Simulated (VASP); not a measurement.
ZnS: single point with r2SCAN

The system is ZnS.

```
Zn S
1.0
     1.90363    1.09906    9.35413
    -1.90363    1.09906    9.35413
     0.00000   -2.19812    9.35413
Zn S
3 3
Direct
  0.99998 0.99998 0.99998
  0.22228 0.22228 0.22228
  0.44458 0.44458 0.44458
  0.08326 0.08326 0.08326
  0.52783 0.52783 0.52783
  0.30539 0.30539 0.30539
```

* Program: VASP 6.6.1
* Task: single point
* Functional: r2SCAN
* Potentials or basis: VASP PAW PBE potentials, release 64 (Zn, S)
* Cutoff: 520 eV
* k mesh: 6 × 6 × 6
* Occupations: gaussian, width 0.05 eV
* Spin: no spin polarisation
* Dipole correction: no
* Further INCAR settings: ALGO = Normal; EDIFF = 1e-06; NBANDS = 36

```yaml
Pressure: 0.1 GPa
Largest_force: 0.006 eV/Å
Band_gap_on_the_k_mesh: 2.76 eV
```

Forces in eV/Å, atoms in the order of the input:
```
Zn   0.000  0.000 -0.004
Zn   0.000  0.000 -0.004
Zn   0.000  0.000 -0.006
S    0.000  0.000  0.004
S    0.000  0.000  0.005
S    0.000  0.000  0.006
```

Levels at points of the mesh, in eV from the valence-band top:
```csv
k point,band 24,band 25,band 26,band 27,band 28,band 29,band 30,band 31
"(0.00, 0.00, 0.00)",-0.70,-0.06,0.00,0.00,2.76,3.85,4.00,6.82
"(0.50, 0.00, 0.00)",-2.00,-1.99,-1.33,-0.91,3.74,4.31,4.49,5.33
"(0.50, 0.50, 0.00)",-1.91,-1.31,-1.31,-1.30,3.76,4.02,4.74,5.37
"(0.50, 0.50, 0.50)",-0.26,-0.26,-0.24,-0.24,3.68,3.84,3.99,6.77
```

It took 41 min on 1 thread of Intel(R) Xeon(R) Platinum 8488C (Sapphire Rapids) (shared host), peak memory 0.85 GiB.

Caveat: the PAW data sets were made with another functional, which shifts forces and pressure a little. A k mesh can miss the band edges.
